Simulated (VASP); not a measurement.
# SrTiO3 (Cm) in VASP: single point with PBE

Aim: the single point of SrTiO3 with PBE.

Program: VASP 6.6.1. These are calculated values, not measurements. Logs are shortened: lines on timing, memory, paths and dates and some standing lists are left out, and cuts for length are marked.

## Step 1: The cell of the first run

It takes space group Cm (No. 8, monoclinic). Conventional cell: a = 7.857 Å, b = 7.893 Å, c = 5.555 Å, α = 90.00°, β = 135.00°, γ = 90.00°. Sr (site symmetry 1) has 12 O at 2.67 to 2.91 Å and 8 Ti at 3.36 to 3.45 Å within 3.5 Å. Ti (site symmetry m) has 6 O at 1.90 to 2.05 Å within 2.5 Å. Within 2.5 Å of Ti (site symmetry m) lie 6 O at 1.90 to 2.05 Å. Within 2.6 Å of O (site symmetry 1) lie 2 Ti at 1.97 Å. O (site symmetry m) has 2 Ti at 1.90 to 2.05 Å within 2.5 Å. Within 2.6 Å of O (site symmetry m) lie 2 Ti at 1.96 to 1.97 Å. Within 2.5 Å of O (site symmetry m) lie 2 Ti at 1.90 to 2.05 Å. O (site symmetry m) has 2 Ti at 1.97 to 1.99 Å within 2.6 Å.

## Step 2: Single point, PBE

Contents of INCAR:

```
  PREC = Accurate
  ENCUT = 520
  EDIFF = 1E-6
  ISMEAR = 0
  SIGMA = 0.05
  LREAL = F
  LASPH = T
  NELM = 100
  ALGO = Normal
  ISIF = 2
  LWAVE = F
  LCHARG = F
  GGA = PE
  NBANDS = 51
```

Contents of KPOINTS:

```
regular mesh
0
Gamma
  8 8 8
```

Contents of POSCAR:

```
SrTiO3
1.0
   -2.7777137596      2.7777137596      3.9464442078
    2.7777137596     -2.7777137596      3.9464442078
    2.7777137596      2.7777137596     -3.9464442078
Sr Ti O
2 2 6
Direct
    0.7500000000      0.2500000000      0.5000000000
    0.2500000000      0.7500000000      0.5000000000
   -0.0103395256      0.0086805882     -0.0016589373
    0.4896604744      0.5086805882     -0.0016589373
    0.2500000000      0.2500000000      0.0000000000
    0.7500000000      0.7500000000      0.0000000000
    0.7281949606      0.2281949606      0.9563899212
    0.2281949606      0.2718050394      0.5000000000
    0.2718050394      0.7718050394      0.0436100788
    0.7718050394      0.7281949606      0.5000000000
```

Potentials or basis: VASP PAW PBE potentials, release 64 (Sr_sv, Ti_sv, O).

Command:

```sh
> cat potpaw_PBE.64/Sr_sv/POTCAR potpaw_PBE.64/Ti_sv/POTCAR potpaw_PBE.64/O/POTCAR > POTCAR
> mpirun -np 1 vasp_std > vasp.out
```

OUTCAR:

```text
PREC = Accurate
   ENCUT = 520
   EDIFF = 1E-6
   ISMEAR = 0
   LREAL = F
   LASPH = T
   NELM = 100
   ISIF = 2
   GGA = PE

 ion  position               nearest neighbor table
   1  0.750  0.250  0.500-   8 2.67   9 2.67  10 2.67   7 2.67   5 2.78   6 2.78   6 2.78   5 2.78
                             9 2.91   8 2.91  10 2.91   7 2.91   4 3.36   3 3.36   3 3.37   4 3.37
   2  0.250  0.750  0.500-   7 2.67   8 2.67  10 2.67   9 2.67   5 2.78   6 2.78   5 2.78   6 2.78
                            10 2.91   8 2.91   7 2.91   9 2.91   3 3.36   4 3.36   4 3.37   3 3.37
   3  0.990  0.009  0.998-   7 1.90   8 1.97  10 1.97   6 1.97   5 1.97   9 2.05   2 3.36   1 3.36
                             1 3.37   2 3.37   1 3.45   2 3.45   2 3.45   1 3.45
   4  0.490  0.509  0.998-   9 1.90   8 1.96   5 1.97   6 1.97  10 1.99   7 2.05   1 3.36   2 3.36
                             2 3.37   1 3.37   2 3.45   1 3.45   1 3.45   2 3.45
   5  0.250  0.250  0.000-   4 1.97   3 1.97   1 2.78   2 2.78   2 2.78   1 2.78
   6  0.750  0.750  0.000-   3 1.97   4 1.97   1 2.78   2 2.78   1 2.78   2 2.78
   7  0.728  0.228  0.956-   3 1.90   4 2.05   2 2.67   1 2.67   2 2.91   1 2.91
   8  0.228  0.272  0.500-   4 1.96   3 1.97   1 2.67   2 2.67   1 2.91   2 2.91
   9  0.272  0.772  0.044-   4 1.90   3 2.05   1 2.67   2 2.67   1 2.91   2 2.91
  10  0.772  0.728  0.500-   3 1.97   4 1.99   1 2.67   2 2.67   1 2.91   2 2.91

  LATTYP: Found a body centered tetragonal cell.
 ALAT       =     5.5554275192
 C/A-ratio  =     1.4207526582

  Lattice vectors:

 A1 = (  -2.7777137596,   2.7777137596,   3.9464442078)
 A2 = (   2.7777137596,  -2.7777137596,   3.9464442078)
 A3 = (   2.7777137596,   2.7777137596,  -3.9464442078)

Analysis of symmetry for initial positions (statically):
=====================================================================
 Subroutine PRICEL returns:
 Original cell was already a primitive cell.

 Routine SETGRP: Setting up the symmetry group for a
 body centered tetragonal supercell.

 Subroutine GETGRP returns: Found  2 space group operations
 (whereof  2 operations were pure point group operations)
 out of a pool of 16 trial point group operations.

The static configuration has the point symmetry C_1h.

Analysis of symmetry for dynamics (positions and initial velocities):
=====================================================================
 Subroutine PRICEL returns:
 Original cell was already a primitive cell.

 Routine SETGRP: Setting up the symmetry group for a
 body centered tetragonal supercell.

 Subroutine GETGRP returns: Found  2 space group operations
 (whereof  2 operations were pure point group operations)
 out of a pool of 16 trial point group operations.

The dynamic configuration has the point symmetry C_1h.

 Subroutine INISYM returns: Found  2 space group operations
 (whereof  2 operations are pure point group operations),
 and found     1 'primitive' translations

----------------------------------------------------------------------------------------

                                     Primitive cell

  volume of cell :     121.7982

  direct lattice vectors                    reciprocal lattice vectors
    -2.777713760  2.777713760  3.946444208     0.000000000  0.180004148  0.126696331
     2.777713760 -2.777713760  3.946444208     0.180004148  0.000000000  0.126696331
     2.777713760  2.777713760 -3.946444208     0.180004148  0.180004148  0.000000000

  length of vectors
     5.568286033  5.568286033  5.568286033     0.220121452  0.220121452  0.254564308

  position of ions in fractional coordinates (direct lattice)
     0.750000000  0.250000000  0.500000000
     0.250000000  0.750000000  0.500000000
     0.989660474  0.008680588  0.998341063
     0.489660474  0.508680588  0.998341063
     0.250000000  0.250000000  0.000000000
     0.750000000  0.750000000  0.000000000
     0.728194961  0.228194961  0.956389921
     0.228194961  0.271805039  0.500000000
     0.271805039  0.771805039  0.043610079
     0.771805039  0.728194961  0.500000000

  ion indices of the primitive-cell ions
   primitive index   ion index
                 1           1
                 2           2
                 3           3
                 4           4
                 5           5
                 6           6
                 7           7
                 8           8
                 9           9
                10          10

----------------------------------------------------------------------------------------

 KPOINTS: regular mesh

Automatic generation of k-mesh.
 Grid dimensions read from file:
 generate k-points for:    8    8    8

 Generating k-lattice:

  Cartesian coordinates                     Fractional coordinates (reciprocal lattice)
     0.000000000  0.022500519  0.015837041     0.125000000 -0.000000000  0.000000000
     0.022500519  0.000000000  0.015837041    -0.000000000  0.125000000  0.000000000
     0.022500519  0.022500519  0.000000000     0.000000000  0.000000000  0.125000000

  Length of vectors
     0.027515182  0.027515182  0.031820539

  Shift w.r.t. Gamma in fractional coordinates (k-lattice)
     0.000000000  0.000000000  0.000000000

 Subroutine IBZKPT returns following result:
 ===========================================

 Found    150 irreducible k-points:

 Following reciprocal coordinates:
            Coordinates               Weight
  0.000000  0.000000  0.000000      1.000000
  0.125000 -0.000000  0.000000      4.000000
 -0.000000  0.125000  0.000000      4.000000
  0.250000 -0.000000  0.000000      4.000000
 -0.000000  0.250000  0.000000      4.000000
  0.375000 -0.000000  0.000000      4.000000
[... 16 lines left out ...]
  0.375000 -0.000000  0.125000      4.000000
 -0.375000  0.125000 -0.000000      4.000000
 [... further k-points ...]
   k-points           NKPTS =    150   k-points in BZ     NKDIM =    150   number of bands    NBANDS=     51
   number of dos      NEDOS =    301   number of ions     NIONS =     10
   total plane-waves  NPLWV =  74088
   dimension x,y,z NGX =    42 NGY =   42 NGZ =   42
   dimension x,y,z NGXF=    84 NGYF=   84 NGZF=   84
   ions per type =               2   2   6
   NGX,Y,Z   is equivalent  to a cutoff of  12.54, 12.54, 12.54 a.u.
   NGXF,Y,Z  is equivalent  to a cutoff of  25.08, 25.08, 25.08 a.u.
 SYSTEM =  unknown system
   PREC   = accura    normal or accurate (medium, high low for compatibility)
   ISTART =      0    job   : 0-new  1-cont  2-samecut
   ICHARG =      2    charge: 1-file 2-atom 10-const
   ISPIN  =      1    spin polarized calculation?
   LNONCOLLINEAR =      F non collinear calculations
   LSORBIT =      F    spin-orbit coupling
   LASPH  =      T    aspherical Exc in radial PAW
   ENCUT  =  520.0 eV  38.22 Ry    6.18 a.u.  10.35 10.35 10.35*2*pi/ulx,y,z
   NELM   =    100;   NELMIN=  2; NELMDL= -5     # of ELM steps
   EDIFF  = 0.1E-05   stopping-criterion for ELM
   LREAL  =      F    real-space projection
   EDIFFG = 0.1E-04   stopping-criterion for IOM
   NSW    =      0    number of steps for IOM
   IBRION =     -1    ionic relax: 0-MD 1-quasi-New 2-CG
   NFREE  =      0    steps in history (QN), initial steepest desc. (CG)
   ISIF   =      2    stress and relaxation
   ISYM   =      2    0-nonsym 1-usesym 2-fastsym
   POTIM  = 0.5000    time-step for ionic-motion
   TEBEG  =    0.0;   TEEND  =   0.0 temperature during run
   PSTRESS=    0.0 pullay stress
   NELECT =      80.0000    total number of electrons
   NUPDOWN=      -1.0000    fix difference up-down
   EMIN   =  10.00;   EMAX   =-10.00  energy-range for DOS
   EFERMI =   0.00;   METHOD = LEGACY
   ISMEAR =     0;   SIGMA  =   0.05  broadening in eV -4-tet -1-fermi 0-gaus
   EFERMI_NEDOS =   21; number of points for ismear=-14 and -15
   IALGO  =     38    algorithm
   IMIX   =      4    mixing-type and parameters
     AMIX     =   0.40;   BMIX     =  1.00
     AMIX_MAG =   1.60;   BMIX_MAG =  1.00
  volume/ion in A,a.u.               =      12.18        82.19
  Fermi-wavevector in a.u.,A,eV,Ry     =   1.423064  2.689202 27.553320  2.025112
  Thomas-Fermi vector in A             =   2.543702
   LORBIT       =      0    0 simple, 1 ext, 2 COOP (PROOUT), +10 PAW based schemes
   GGA     = PE    functional components
   LHFCALC =     F    Hartree Fock is set to
   AEXX    =    0.0000 exact exchange contribution
   IVDW    =     0    specifies the selected vdW correction
   LEPSILON=     F    determine dielectric tensor
   LRPA    =     F    only Hartree local field effects (RPA)
 non-spin polarized calculation
 Gauss-broadening in eV      SIGMA  =   0.05
  energy-cutoff  :      520.00
  volume of cell :      121.80
 maximum number of plane-waves:      3295
 NGX is ok and might be reduce to    42
   NGX = 21   NGY = 21   NGZ = 21

 number of electron      80.0000022 magnetization

 Free energy of the ion-electron system (eV)
  ---------------------------------------------------
  ext. energy  EPLUGINS =         0.00000000
  ---------------------------------------------------
  free energy    TOTEN  =       -80.20449866 eV

  energy without entropy =      -80.20449866  energy(sigma->0) =      -80.20449866

 E-fermi :   4.1897     XC(G=0): -11.1513

 val. band max:        3.9124458872   @ k =   0.0000   0.0000   0.0000
 cond. band min:       5.8120120135   @ k =   0.0000   0.0000   0.0000
 fundamental gap:      1.8995661263
 Fermi energy:         4.1896593296

 k-point     1 :       0.0000    0.0000    0.0000
  band No.  band energies     occupation
      1     -52.5908      2.00000
      2     -52.5868      2.00000
      3     -28.8920      2.00000
      4     -28.8775      2.00000
      5     -28.8759      2.00000
      6     -28.8403      2.00000
[... 43 lines left out ...]
     50       9.6211      0.00000
     51      10.0686      0.00000
[... 1240 lines left out ...]
     50      10.6303      0.00000
     51      10.8549      0.00000

 [... further k-points ...]

------------------------ aborting loop because EDIFF is reached ----------------------------------------

  FORCE on cell =-STRESS in cart. coord.  units (eV):
  Direction    XX          YY          ZZ          XY          YZ          ZX
  --------------------------------------------------------------------------------------
  -------------------------------------------------------------------------------------
  Total        0.7920879      0.8281876      0.5140195     -0.3028609      0.0000000      0.0000000
  in kB       10.4194081     10.8942754      6.7615962     -3.9839405      0.0000000      0.0000000
  external PRESSURE =       9.3584265 kB  Pullay stress =       0.0000000 kB

 VOLUME and BASIS-vectors are now :
 -----------------------------------------------------------------------------
  energy-cutoff  :      520.00
  volume of cell :      121.80
      direct lattice vectors                 reciprocal lattice vectors
    -2.777713760  2.777713760  3.946444208     0.000000000  0.180004148  0.126696331
     2.777713760 -2.777713760  3.946444208     0.180004148  0.000000000  0.126696331
     2.777713760  2.777713760 -3.946444208     0.180004148  0.180004148  0.000000000

 POSITION                                       TOTAL-FORCE (eV/Angst)
 -----------------------------------------------------------------------------------
      0.00000      2.77771      1.97322         0.139516     -0.166373      0.007241
      2.77771      0.00000      1.97322         0.139516     -0.166373     -0.007241
      0.04822      5.49799     -0.00000        -0.239005      0.018737     -0.000000
      2.82594      2.72027     -0.00000         0.016768      0.229045     -0.000000
      0.00000      0.00000      1.97322         0.014726     -0.016327     -0.000032
      0.00000      0.00000      5.91967         0.014726     -0.016327      0.000032
      1.26772      4.04543      0.00000        -0.066280      0.060783      0.000000
      1.50999      1.26772      0.00000         0.019792     -0.006789     -0.000000
      1.50999     -1.26772      3.94644        -0.067537      0.069150      0.000000
      1.26772      1.50999      3.94644         0.027778     -0.005528      0.000000
 -----------------------------------------------------------------------------------
    total drift:                                0.000518     -0.000172      0.000001

  FREE ENERGIE OF THE ION-ELECTRON SYSTEM (eV)
  ---------------------------------------------------
  free  energy   TOTEN  =       -80.2044986578 eV

  energy  without entropy=      -80.2044986578  energy(sigma->0) =      -80.20449866
```

Wall time 12 min (1 thread of Intel Xeon 6975P-C (Granite Rapids), shared host); peak memory 0.8 GiB.

What came out:

- Free energy: -80.2045 eV
- Pressure: 0.9 GPa
- Largest force: 0.240 eV/Å
- Band gap on the k mesh: 1.90 eV, direct

Forces in eV/Å, atoms in the order of the input:
```
Sr   0.140 -0.166  0.007
Sr   0.140 -0.166 -0.007
Ti  -0.239  0.019  0.000
Ti   0.017  0.229  0.000
O    0.015 -0.016  0.000
O    0.015 -0.016  0.000
O   -0.066  0.061  0.000
O    0.020 -0.007  0.000
O   -0.068  0.069  0.000
O    0.028 -0.006  0.000
```

Caveat: the cell differs from its parent crystal (all Ti atoms moved +0.075 Å, as atom 3 towards its neighbour atom 7 (O) at 1.972 Å).
